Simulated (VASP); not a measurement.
Ca3GeBiH4: relaxation of cell and atoms with PBE

Ca3GeBiH4:

```
CELL_PARAMETERS angstrom
6.24658 0.00000 0.00000
-3.12329 5.40969 0.00000
0.00000 0.00000 4.56889
ATOMIC_POSITIONS crystal
Ca 0.50000 0.00000 0.50000
Ca 0.00000 0.50000 0.50000
Ca 0.50000 0.50000 0.50000
Ge 0.00000 0.00000 0.00000
Bi 0.00000 0.00000 0.50000
H 0.33333 0.66667 0.50000
H 0.66667 0.33333 0.50000
H 0.33333 0.66667 0.00000
H 0.66667 0.33333 0.00000
```

The cell was built from a structure type or drawn by symmetry, and may not be a known phase.

* Program: VASP 6.6.1
* Task: relaxation of cell and atoms
* Functional: PBE
* Potentials or basis: VASP PAW PBE potentials, release 64 (Ca_sv, Ge_d, Bi_d, H)
* Cutoff: 600 eV
* k mesh: 3 × 3 × 4
* Occupations: gaussian, width 0.1 eV
* Spin: no spin polarisation
* Dipole correction: no
* Further INCAR settings: ALGO = Normal; EDIFF = 1e-06; IBRION = 2; EDIFFG = -0.04; NSW = 90; ISIF = 3

The relaxed volume is 25.56 Å³/atom. The relaxed cell is a = 7.090 Å, b = 7.090 Å, c = 5.285 Å, α = 90.00°, β = 90.00°, γ = 120.00°, the space group after relaxing (to 0.1 Å) is P6/mmm (No. 191) and the energy gained by relaxing is 476.8 meV/atom. The ionic steps are 6 and the pressure after relaxing is -0.2 GPa. The band gap on the k mesh is zero (an odd number of electrons rules out a gap without spin polarisation).

The path:
```
step  energy change (eV)  largest force (eV/Å)  pressure (GPa)  volume (Å³)
   1              0.0000                0.0000           24.93       154.39
   2             -4.1850                0.0000            0.86       221.77
   3             -4.1879                0.0000            0.45       224.61
   4             -4.2858                0.0000           -0.06       228.82
   5             -4.2909                0.0000           -0.16       229.97
   6             -4.2908                0.0000           -0.18       230.07
```

Final structure:
```cif
data_structure
_symmetry_space_group_name_H-M 'P 1'
_symmetry_Int_Tables_number 1
_cell_length_a 7.0903
_cell_length_b 7.0903
_cell_length_c 5.2846
_cell_angle_alpha 90.000
_cell_angle_beta 90.000
_cell_angle_gamma 120.000
_cell_volume 230.07
loop_
_atom_site_label
_atom_site_type_symbol
_atom_site_fract_x
_atom_site_fract_y
_atom_site_fract_z
_atom_site_occupancy
Ca1 Ca 0.50000 0.00000 0.50000 1
Ca2 Ca 0.00000 0.50000 0.50000 1
Ca3 Ca 0.50000 0.50000 0.50000 1
Ge1 Ge 0.00000 0.00000 0.00000 1
Bi1 Bi 0.00000 0.00000 0.50000 1
H1 H 0.33333 0.66667 0.50000 1
H2 H 0.66667 0.33333 0.50000 1
H3 H 0.33333 0.66667 0.00000 1
H4 H 0.66667 0.33333 0.00000 1
```

Levels at points of the mesh, in eV from the Fermi level:
```
           k point  band 30  band 31  band 32  band 33  band 34  band 35
(0.00, 0.00, 0.00)    -1.98    -0.53    -0.01    -0.01     1.07     1.21
(0.00, 0.00, 0.50)    -1.90    -0.90    -0.90     0.27     0.27     0.92
```

It took 4.5 min on 1 thread of Intel(R) Xeon(R) 6975P-C (Granite Rapids), on a shared host, peak memory 0.36 GiB.

Caveat: the k points lie up to 0.34 Å⁻¹ apart in the final cell, too coarse for converged energies and pressures of a metal; the volume moved by over 15 % at a fixed basis, so the end points are rough; spin-orbit coupling is left out, which moves the levels of the heavy elements.
